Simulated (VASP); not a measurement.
# BN: single point with PBE

The system is BN.

```xyz
4
Lattice="2.5546 0.0000 0.0000 -1.2773 2.2123 0.0000 0.0000 0.0000 4.2245" Properties=species:S:1:pos:R:3 pbc="T T T"
B     1.2773    0.7374    4.1004
B     0.0000    1.4749    2.2348
N     1.2773    0.7374    2.8286
N     0.0000    1.4749    0.3414
```

This cell differs from its parent crystal: mode 8 (949.4 1/cm) frozen in, largest displacement +0.188 Å.

```yaml
Program: VASP 6.6.1
Task: single point
Functional: PBE
Potentials_or_basis: VASP PAW PBE potentials, release 64 (B, N)
Cutoff: 520 eV
k_mesh: 12 × 12 × 6
Occupations: gaussian, width 0.05 eV
Spin: no spin polarisation
Dipole_correction: no
Further_INCAR_settings: ALGO = Normal; EDIFF = 1e-06; NBANDS = 16
```

```yaml
Pressure: 35.2 GPa
Largest_force: 16.261 eV/Å
Band_gap_on_the_k_mesh: 4.53 eV, indirect (least direct gap 6.31 eV)
```

Forces on the atoms (eV/Å):
```
B     0.000   0.000  11.818
B     0.000   0.000  -2.083
N     0.000   0.000 -16.261
N     0.000   0.000   6.526
```

Stress tensor (GPa, compression positive):
```
 4.77  0.00  0.00
 0.00  4.77  0.00
 0.00  0.00 96.17
```

Levels at points of the mesh, in eV from the valence-band top:
```tsv
k point	band 5	band 6	band 7	band 8	band 9	band 10	band 11	band 12
(0.00, 0.00, 0.00)	-3.24	-0.98	0.00	0.00	6.33	7.58	7.58	8.86
(0.50, 0.00, 0.00)	-7.10	-5.97	-4.08	-2.04	5.96	7.10	9.01	9.86
(0.00, 0.00, 0.50)	-2.98	-2.98	-0.45	-0.45	5.97	8.16	8.16	10.07
(0.50, 0.00, 0.50)	-5.59	-5.35	-2.84	-2.00	4.53	6.27	8.73	10.39
```

It took 55 s on 1 thread of AMD EPYC 7R13, with other jobs on the host, peak memory 0.15 GiB.

Caveat: the cell differs from its parent crystal (mode 8 (949.4 1/cm) frozen in, largest displacement +0.188 Å); forces of over 1 eV/Å act on the atoms, so gaps and moduli don't describe the material at rest. A k mesh can miss the band edges.
